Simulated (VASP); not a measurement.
CaO:

```
Ca O
1.0
     0.00000    2.53349    2.33484
     2.53349    0.00000    2.33484
     2.53349    2.53349    0.00000
Ca O
1 1
Direct
  0.00000 0.00000 0.00000
  0.50000 0.50000 0.50000
```

This cell differs from its parent crystal: epitaxial xy strain +5.7%.

Base run:

* Program: VASP 6.6.1
* Functional: PBE
* Potentials or basis: VASP PAW PBE potentials, release 64 (Ca_sv, O)
* Cutoff: 520 eV
* k mesh: 10 × 10 × 10
* Occupations: fermi-dirac, width 0.02 eV
* Spin: no spin polarisation

Its results: band gap on the k mesh 3.37 eV, indirect (least direct gap 3.85 eV); pressure -3.9 GPa.

The run is repeated on the same cell with these changes: functional from PBE to r2SCAN; occupations from fermi-dirac, width 0.02 eV to gaussian, width 0.01 eV. What comes out?

Band gap on the k mesh 3.91 eV, indirect (least direct gap 4.53 eV); pressure -6.0 GPa.

Caveats: the PAW data sets were made with another functional, which shifts forces and pressure a little (some runs).

A k mesh can miss the band edges.
